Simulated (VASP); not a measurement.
# Ga3B: relaxation of cell and atoms with PBE

The system is Ga3B.

```xyz
4
Lattice="4.3106 0.0000 0.0000 0.0000 4.3106 0.0000 0.0000 0.0000 4.3106" Properties=species:S:1:pos:R:3 pbc="T T T"
Ga    2.1553    0.0000    0.0000
Ga    0.0000    2.1553    0.0000
Ga    0.0000    0.0000    2.1553
B     0.0000    0.0000    0.0000
```

* Program: VASP 6.6.1
* Task: relaxation of cell and atoms
* Functional: PBE
* Potentials or basis: VASP PAW PBE potentials, release 64 (Ga_d, B)
* Cutoff: 600 eV
* k mesh: 12 × 12 × 12
* Occupations: gaussian, width 0.1 eV
* Spin: no spin polarisation
* Dipole correction: no
* Further INCAR settings: ALGO = Normal; EDIFF = 1e-07; IBRION = 2; EDIFFG = -0.01; NSW = 100; ISIF = 3

| Item | Value |
| --- | --- |
| Relaxed volume | 21.11 Å³/atom |
| Relaxed cell | a = 4.387 Å, b = 4.387 Å, c = 4.387 Å, α = 90.00°, β = 90.00°, γ = 90.00° |
| Space group after relaxing (to 0.05 Å) | Pm-3m (No. 221) |
| Energy gained by relaxing | 8.7 meV/atom |
| Ionic steps | 3 |
| Pressure after relaxing | 0.0 GPa |
| Band gap on the k mesh | zero (band 21 reaches 3.80 eV, above the bottom of band 22 at 1.57 eV) |

Step by step:
| step | energy change (eV) | largest force (eV/Å) | pressure (GPa) | volume (Å³) |
| --- | --- | --- | --- | --- |
| 1 | 0.0000 | 0.0000 | 2.67 | 80.09 |
| 2 | -0.0344 | 0.0000 | 0.23 | 84.03 |
| 3 | -0.0348 | 0.0000 | 0.04 | 84.46 |

Final structure:
```
Ga B
1.0
     4.38748    0.00000    0.00000
     0.00000    4.38748    0.00000
     0.00000    0.00000    4.38748
Ga B
3 1
Cartesian
  2.1937 0.0000 0.0000
  0.0000 2.1937 0.0000
  0.0000 0.0000 2.1937
  0.0000 0.0000 0.0000
```

Levels at points of the mesh, in eV from the Fermi level:
| k point | band 19 | band 20 | band 21 | band 22 | band 23 | band 24 |
| --- | --- | --- | --- | --- | --- | --- |
| (0.00, 0.00, 0.00) | -4.12 | -2.83 | -2.83 | -1.06 | 3.99 | 3.99 |
| (0.50, 0.00, 0.00) | -3.55 | -2.36 | -1.14 | 1.72 | 1.73 | 1.73 |
| (0.50, 0.50, 0.00) | -2.97 | -2.44 | -1.30 | 2.19 | 2.19 | 2.50 |
| (0.50, 0.50, 0.50) | -6.45 | -1.92 | -1.92 | -1.92 | 3.01 | 5.19 |

Wall time 3.4 min on 1 thread of Intel(R) Xeon(R) Platinum 8488C (Sapphire Rapids), on a shared host, peak memory 0.34 GiB.
